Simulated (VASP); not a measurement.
A run of VASP 6.6.1 is set up as follows.

INCAR

```
PREC = Accurate
ENCUT = 520
EDIFF = 1E-6
ISMEAR = 0
SIGMA = 0.1
LREAL = False
LASPH = True
NELM = 80
ALGO = Normal
ISIF = 2
LWAVE = False
LCHARG = False
GGA = PE
NBANDS = 14
```

Contents of KPOINTS:

```
Automatic mesh
0
Gamma
  8 8 8
```

File POSCAR:

```
ZrB
1.0
   -1.7335525876      2.4516226597      1.7349871550
    1.7335525876     -2.4516226597      1.7349871550
    1.7335525876      2.4516226597     -1.7349871550
Zr B
1 1
Direct
    0.5000000000      0.0000000000      0.5000000000
    0.0000000000      0.0000000000      0.0000000000
```

Potentials or basis: VASP PAW PBE potentials, release 64 (Zr_sv, B).

Run with:

```sh
$ cat potpaw_PBE.64/Zr_sv/POTCAR potpaw_PBE.64/B/POTCAR > POTCAR
$ mpirun -np 1 vasp_std > vasp.out
```

(1) Estimate the pressure.

## Answers

(1) 0.1 GPa.
